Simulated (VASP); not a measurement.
# TiC (F-43m) in VASP: single point with PBE

Aim: the single point of TiC with PBE.

Program: VASP 6.6.1. These are calculated values, not measurements. Logs are shortened: lines on timing, memory, paths and dates and some standing lists are left out, and cuts for length are marked.

### 1 The cell of the first run

The structure is cubic, space group F-43m (No. 216). The conventional cell has a = 4.537 Å, b = 4.537 Å, c = 4.537 Å, α = 90.00°, β = 90.00°, γ = 90.00°. Ti (site symmetry -43m) has 4 C at 1.96 Å within 2.6 Å. C (site symmetry -43m) has 4 Ti at 1.96 Å within 2.6 Å.

### 2 Single point, PBE (volume scaled by 0.884 of the coarse rest volume)

File INCAR:

```
PREC = Accurate
ENCUT = 600
EDIFF = 1E-6
ISMEAR = 0
SIGMA = 0.02
LREAL = F
LASPH = T
NELM = 120
ALGO = Normal
ISIF = 2
LWAVE = F
LCHARG = F
GGA = PE
NBANDS = 15
GGA_COMPAT = F
```

File KPOINTS:

```
Automatic mesh
0
Gamma
  14 14 14
```

File POSCAR:

```
TiC
1.0
    0.0000000000      2.2687000000      2.2687000000
    2.2687000000      0.0000000000      2.2687000000
    2.2687000000      2.2687000000      0.0000000000
Ti C
1 1
Direct
    0.0000000000      0.0000000000      0.0000000000
    0.2500000000      0.2500000000      0.2500000000
```

Potentials or basis: VASP PAW PBE potentials, release 64 (Ti_sv, C).

Launch:

```sh
$ cat potpaw_PBE.64/Ti_sv/POTCAR potpaw_PBE.64/C/POTCAR > POTCAR
$ mpirun -np 1 vasp_std > vasp.out
```

OUTCAR:

```text
PREC = Accurate
   ENCUT = 600
   EDIFF = 1E-6
   ISMEAR = 0
   LREAL = F
   LASPH = T
   NELM = 120
   ISIF = 2
   GGA = PE

 ion  position               nearest neighbor table
   1  0.000  0.000  0.000-   2 1.96   2 1.96   2 1.96   2 1.96
   2  0.250  0.250  0.250-   1 1.96   1 1.96   1 1.96   1 1.96

  LATTYP: Found a face centered cubic cell.
 ALAT       =     4.5374000000

  Lattice vectors:

 A1 = (   0.0000000000,   2.2687000000,   2.2687000000)
 A2 = (   2.2687000000,   0.0000000000,   2.2687000000)
 A3 = (   2.2687000000,   2.2687000000,   0.0000000000)

Analysis of symmetry for initial positions (statically):
=====================================================================
 Subroutine PRICEL returns:
 Original cell was already a primitive cell.

 Routine SETGRP: Setting up the symmetry group for a
 face centered cubic supercell.

 Subroutine GETGRP returns: Found 24 space group operations
 (whereof 24 operations were pure point group operations)
 out of a pool of 48 trial point group operations.

The static configuration has the point symmetry T_d .

Analysis of symmetry for dynamics (positions and initial velocities):
=====================================================================
 Subroutine PRICEL returns:
 Original cell was already a primitive cell.

 Routine SETGRP: Setting up the symmetry group for a
 face centered cubic supercell.

 Subroutine GETGRP returns: Found 24 space group operations
 (whereof 24 operations were pure point group operations)
 out of a pool of 48 trial point group operations.

The dynamic configuration has the point symmetry T_d .

 Subroutine INISYM returns: Found 24 space group operations
 (whereof 24 operations are pure point group operations),
 and found     1 'primitive' translations

----------------------------------------------------------------------------------------

                                     Primitive cell

  volume of cell :      23.3540

  direct lattice vectors                    reciprocal lattice vectors
     0.000000000  2.268700000  2.268700000    -0.220390532  0.220390532  0.220390532
     2.268700000  0.000000000  2.268700000     0.220390532 -0.220390532  0.220390532
     2.268700000  2.268700000  0.000000000     0.220390532  0.220390532 -0.220390532

  length of vectors
     3.208426309  3.208426309  3.208426309     0.381727599  0.381727599  0.381727599

  position of ions in fractional coordinates (direct lattice)
     0.000000000  0.000000000  0.000000000
     0.250000000  0.250000000  0.250000000

  ion indices of the primitive-cell ions
   primitive index   ion index
                 1           1
                 2           2

----------------------------------------------------------------------------------------

 KPOINTS: Automatic mesh

Automatic generation of k-mesh.
 Grid dimensions read from file:
 generate k-points for:   14   14   14

 Generating k-lattice:

  Cartesian coordinates                     Fractional coordinates (reciprocal lattice)
    -0.015742181  0.015742181  0.015742181     0.071428571  0.000000000  0.000000000
     0.015742181 -0.015742181  0.015742181     0.000000000  0.071428571  0.000000000
     0.015742181  0.015742181 -0.015742181     0.000000000  0.000000000  0.071428571

  Length of vectors
     0.027266257  0.027266257  0.027266257

  Shift w.r.t. Gamma in fractional coordinates (k-lattice)
     0.000000000  0.000000000  0.000000000

 Subroutine IBZKPT returns following result:
 ===========================================

 Found    104 irreducible k-points:

 Following reciprocal coordinates:
            Coordinates               Weight
  0.000000  0.000000  0.000000      1.000000
  0.071429  0.000000  0.000000      8.000000
  0.142857  0.000000  0.000000      8.000000
  0.214286  0.000000  0.000000      8.000000
  0.285714  0.000000  0.000000      8.000000
  0.357143  0.000000  0.000000      8.000000
[... 16 lines left out ...]
  0.214286  0.142857  0.000000     24.000000
  0.285714  0.142857  0.000000     24.000000
 [... further k-points ...]
   k-points           NKPTS =    104   k-points in BZ     NKDIM =    104   number of bands    NBANDS=     15
   number of dos      NEDOS =    301   number of ions     NIONS =      2
   total plane-waves  NPLWV =  21952
   dimension x,y,z NGX =    28 NGY =   28 NGZ =   28
   dimension x,y,z NGXF=    56 NGYF=   56 NGZF=   56
   ions per type =               1   1
   NGX,Y,Z   is equivalent  to a cutoff of  14.51, 14.51, 14.51 a.u.
   NGXF,Y,Z  is equivalent  to a cutoff of  29.02, 29.02, 29.02 a.u.
 SYSTEM =  unknown system
   PREC   = accura    normal or accurate (medium, high low for compatibility)
   ISTART =      0    job   : 0-new  1-cont  2-samecut
   ICHARG =      2    charge: 1-file 2-atom 10-const
   ISPIN  =      1    spin polarized calculation?
   LNONCOLLINEAR =      F non collinear calculations
   LSORBIT =      F    spin-orbit coupling
   LASPH  =      T    aspherical Exc in radial PAW
   ENCUT  =  600.0 eV  44.10 Ry    6.64 a.u.   6.41  6.41  6.41*2*pi/ulx,y,z
   NELM   =    120;   NELMIN=  2; NELMDL= -5     # of ELM steps
   EDIFF  = 0.1E-05   stopping-criterion for ELM
   LREAL  =      F    real-space projection
   EDIFFG = 0.1E-04   stopping-criterion for IOM
   NSW    =      0    number of steps for IOM
   IBRION =     -1    ionic relax: 0-MD 1-quasi-New 2-CG
   NFREE  =      0    steps in history (QN), initial steepest desc. (CG)
   ISIF   =      2    stress and relaxation
   ISYM   =      2    0-nonsym 1-usesym 2-fastsym
   POTIM  = 0.5000    time-step for ionic-motion
   TEBEG  =    0.0;   TEEND  =   0.0 temperature during run
   PSTRESS=    0.0 pullay stress
   NELECT =      16.0000    total number of electrons
   NUPDOWN=      -1.0000    fix difference up-down
   EMIN   =  10.00;   EMAX   =-10.00  energy-range for DOS
   EFERMI =   0.00;   METHOD = LEGACY
   ISMEAR =     0;   SIGMA  =   0.02  broadening in eV -4-tet -1-fermi 0-gaus
   EFERMI_NEDOS =   21; number of points for ismear=-14 and -15
   IALGO  =     38    algorithm
   IMIX   =      4    mixing-type and parameters
     AMIX     =   0.40;   BMIX     =  1.00
     AMIX_MAG =   1.60;   BMIX_MAG =  1.00
  volume/ion in A,a.u.               =      11.68        78.80
  Fermi-wavevector in a.u.,A,eV,Ry     =   1.443204  2.727260 28.338733  2.082838
  Thomas-Fermi vector in A             =   2.561638
   LORBIT       =      0    0 simple, 1 ext, 2 COOP (PROOUT), +10 PAW based schemes
   GGA     = PE    functional components
   LHFCALC =     F    Hartree Fock is set to
   AEXX    =    0.0000 exact exchange contribution
   IVDW    =     0    specifies the selected vdW correction
   LEPSILON=     F    determine dielectric tensor
   LRPA    =     F    only Hartree local field effects (RPA)
 non-spin polarized calculation
 Gauss-broadening in eV      SIGMA  =   0.02
  energy-cutoff  :      600.00
  volume of cell :       23.35
 maximum number of plane-waves:       795
 NGX is ok and might be reduce to    28
   NGX = 13   NGY = 13   NGZ = 13

 number of electron      16.0000002 magnetization

 Free energy of the ion-electron system (eV)
  ---------------------------------------------------
  ext. energy  EPLUGINS =         0.00000000
  ---------------------------------------------------
  free energy    TOTEN  =       -17.13408159 eV

  energy without entropy =      -17.13408159  energy(sigma->0) =      -17.13408159

 E-fermi :   7.3285     XC(G=0): -11.6591

 val. band max:        7.1065021276   @ k =  -0.2857   0.5000   0.2143
 cond. band min:       7.4126297317   @ k =  -0.2857   0.5000   0.2143
 fundamental gap:      0.3061276041
 Fermi energy:         7.3284676385

 k-point     1 :       0.0000    0.0000    0.0000
  band No.  band energies     occupation
      1     -48.8063      2.00000
      2     -24.9500      2.00000
      3     -24.9500      2.00000
      4     -24.9500      2.00000
      5      -3.7144      2.00000
      6       4.7622      2.00000
      7       4.7622      2.00000
      8       4.7622      2.00000
      9       9.6445      0.00000
     10       9.6445      0.00000
     11      13.6149      0.00000
     12      15.9081      0.00000
     13      15.9081      0.00000
     14      15.9081      0.00000
     15      23.5401      0.00000

 k-point     2 :       0.0714    0.0000    0.0000
  band No.  band energies     occupation
      1     -48.8042      2.00000
      2     -24.9682      2.00000
      3     -24.9526      2.00000
      4     -24.9526      2.00000
      5      -3.6249      2.00000
      6       4.6693      2.00000
      7       4.8050      2.00000
      8       4.8050      2.00000
      9       9.6072      0.00000
     10       9.6072      0.00000
     11      13.8138      0.00000
     12      15.7318      0.00000
     13      15.8814      0.00000
     14      15.8814      0.00000
     15      22.7905      0.00000

 k-point     3 :       0.1429    0.0000    0.0000
  band No.  band energies     occupation
      1     -48.7981      2.00000
      2     -25.0189      2.00000
      3     -24.9597      2.00000
      4     -24.9597      2.00000
      5      -3.3697      2.00000
      6       4.4384      2.00000
      7       4.9202      2.00000
      8       4.9202      2.00000
      9       9.5289      0.00000
     10       9.5289      0.00000
     11      14.1633      0.00000
     12      15.4395      0.00000
     13      15.7694      0.00000
     14      15.7694      0.00000
     15      21.3950      0.00000
[... 343 lines left out ...]
 k-point    23 :       0.2143    0.1429    0.0000
  band No.  band energies     occupation
      1     -48.7888      2.00000
      2     -25.0650      2.00000
      3     -24.9873      2.00000
      4     -24.9846      2.00000
      5      -2.9708      2.00000
      6       4.0348      2.00000
      7       5.1782      2.00000
      8       5.1993      2.00000
      9       8.8853      0.00000
     10       9.8801      0.00000
     11      14.4644      0.00000
     12      14.9956      0.00000
     13      15.3690      0.00000
     14      15.6419      0.00000
     15      21.3271      0.00000

 k-point    24 :       0.2857    0.1429    0.0000
  band No.  band energies     occupation
      1     -48.7802      2.00000
      2     -25.1300      2.00000
      3     -24.9999      2.00000
      4     -24.9964      2.00000
      5      -2.5923      2.00000
      6       3.8610      2.00000
      7       5.2850      2.00000
      8       5.3714      2.00000
      9       8.8211      0.00000
     10       9.9603      0.00000
     11      13.4389      0.00000
     12      14.5649      0.00000
     13      15.2274      0.00000
     14      16.4684      0.00000
     15      20.3306      0.00000

 [... further k-points ...]
[... 5 lines left out ...]
  --------------------------------------------------------------------------------------
  -------------------------------------------------------------------------------------
  Total        3.7242138      3.7242138      3.7242138      0.0000000      0.0000000      0.0000000
  in kB      255.4959229    255.4959229    255.4959229      0.0000000      0.0000000      0.0000000
  external PRESSURE =     255.4959229 kB  Pullay stress =       0.0000000 kB

 VOLUME and BASIS-vectors are now :
 -----------------------------------------------------------------------------
  energy-cutoff  :      600.00
  volume of cell :       23.35
      direct lattice vectors                 reciprocal lattice vectors
     0.000000000  2.268700000  2.268700000    -0.220390532  0.220390532  0.220390532
     2.268700000  0.000000000  2.268700000     0.220390532 -0.220390532  0.220390532
     2.268700000  2.268700000  0.000000000     0.220390532  0.220390532 -0.220390532

 POSITION                                       TOTAL-FORCE (eV/Angst)
 -----------------------------------------------------------------------------------
      0.00000      0.00000      0.00000         0.000000      0.000000     -0.000000
      1.13435      1.13435      1.13435        -0.000000     -0.000000      0.000000
 -----------------------------------------------------------------------------------
    total drift:                                0.000000      0.000000      0.000000

  FREE ENERGIE OF THE ION-ELECTRON SYSTEM (eV)
  ---------------------------------------------------
  free  energy   TOTEN  =       -17.1340815914 eV

  energy  without entropy=      -17.1340815914  energy(sigma->0) =      -17.13408159
```

Wall time 22 s (1 thread of AMD EPYC 9R45 (Zen 5), shared host); peak memory 0.16 GiB.

What came out:

```yaml
Free_energy: -17.1341 eV
Pressure: 25.5 GPa
Band_gap_on_the_k_mesh: 0.31 eV, direct
```

Levels at points of the mesh, in eV from the valence-band top:
```
           k point  band 6  band 7  band 8  band 9  band 10  band 11
(0.00, 0.00, 0.00)   -2.34   -2.34   -2.34    2.54     2.54     6.51
(0.50, 0.00, 0.00)   -3.18   -1.75   -1.75    3.06     3.06     3.70
(0.50, 0.50, 0.00)   -4.17   -0.07   -0.07    0.55     3.51     4.42
```

 A k mesh can miss the band edges.
